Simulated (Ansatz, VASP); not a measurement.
## Two plane-wave programs on BiTe

File INCAR:

```
PREC     = Accurate       # precision mode
ENCUT    = 520            # plane-wave cutoff, eV
EDIFF    = 1E-7           # SCF threshold, eV
ISMEAR   = 0              # smearing method
SIGMA    = 0.15           # smearing width, eV
LREAL    = F              # projectors in reciprocal space
LASPH    = T              # aspherical terms in the spheres
NELM     = 100            # most SCF steps
ALGO     = Normal         # electronic algorithm
ISIF     = 2              # what is computed and relaxed
LWAVE    = F              # write WAVECAR
LCHARG   = F              # write CHGCAR
GGA      = PS             # functional
NBANDS   = 18             # bands
```

Contents of KPOINTS:

```
regular mesh
0
Gamma
  14 14 14
```

Contents of POSCAR:

```
BiTe
1.0
    0.0000000000      3.3320500000      3.2350000000
    3.3320500000      0.0000000000      3.2350000000
    3.3320500000      3.3320500000      0.0000000000
Bi Te
1 1
Direct
    0.0000000000      0.0000000000      0.0000000000
    0.5000000000      0.5000000000      0.5000000000
```

Input for Ansatz:

```yaml
crystal:
  lattice:
    - [0.0, 3.33205, 3.235]
    - [3.33205, 0.0, 3.235]
    - [3.33205, 3.33205, 0.0]
  atoms:
    - { symbol: Bi, position: [0.0, 0.0, 0.0] }
    - { symbol: Te, position: [0.5, 0.5, 0.5] }
basis:
  ecutwfc: 420
kpoints:
  mp_grid: { grid: [14, 14, 14] }
hamiltonian:
  xc: pbesol
scf:
  occupations: { method: gaussian, width: 0.15 }
output:
  forces: true
  stress: true
  eigenvalues: true
```

Change from the starting cell: strain +0.030 along x and y, +0.000 along z, atoms carried along.

Alike in both runs: task single point; functional PBEsol; k mesh 14 × 14 × 14; occupations gaussian, width 0.15 eV; no spin polarisation.

|  | VASP | Ansatz |
| --- | --- | --- |
| version | VASP 6.6.1 | Ansatz 0.2.0 |
| potentials or method | VASP PAW PBE potentials, release 64 (Bi_d, Te), cutoff 520 eV | scalar-relativistic, plane waves, PAW |
| valence electrons in the cell | 21 | 31 |

|  | VASP | Ansatz | Ansatz less VASP |
| --- | --- | --- | --- |
| gap on the k mesh at the Fermi level (eV) | none | none | - |
| pressure (GPa) | -4.0 | -4.0 | +0.03 |
| traceless stress, the component that is largest in VASP (GPa) | 1.28 | 1.28 | -0.001 |

VASP's potentials were made for PBE, not for PBEsol. A gap of «none» marks a metal or a gap that the smearing closes. VASP's potentials hold 21 valence electrons a cell and Ansatz's 31, so a difference there can come from the potentials and not from the codes.

Spin-orbit coupling is off throughout.
